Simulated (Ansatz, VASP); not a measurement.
## BaTiO3: VASP beside Ansatz

```
Ba Ti O
1.0
     3.99330    0.00000    0.00000
     0.00000    3.99330    0.00000
     0.00000    0.00000    3.99330
Ba Ti O
1 1 3
Direct
  0.50000 0.50000 0.50000
  0.00000 0.00000 0.00000
  0.50000 0.00000 0.00000
  0.00000 0.00000 0.50000
  0.00000 0.50000 0.00000
```

Alike in both runs: functional revPBE; dispersion D3(BJ); k mesh 6 × 6 × 6; no spin polarisation.

Ansatz relaxed the structure, and its values are those at the end. VASP's run is a single point on that final structure, the one shown.

```csv
,VASP,Ansatz
version,VASP 6.6.1,Ansatz 0.2.0
potentials or method,"VASP PAW PBE potentials, release 64 (Ba_sv, Ti_sv, O_h), cutoff 1340 eV","plane waves, PAW"
occupations,"gaussian, width 0.01 eV",fixed
valence electrons in the cell,40,40
```

VASP gave:

```
pressure (GPa) : 1.7
```

Problem. Estimate Ansatz's values.

Solution. Pressure (GPa): 0.0.

VASP's potentials were made for PBE, not for revPBE.

Spin-orbit coupling is off throughout.
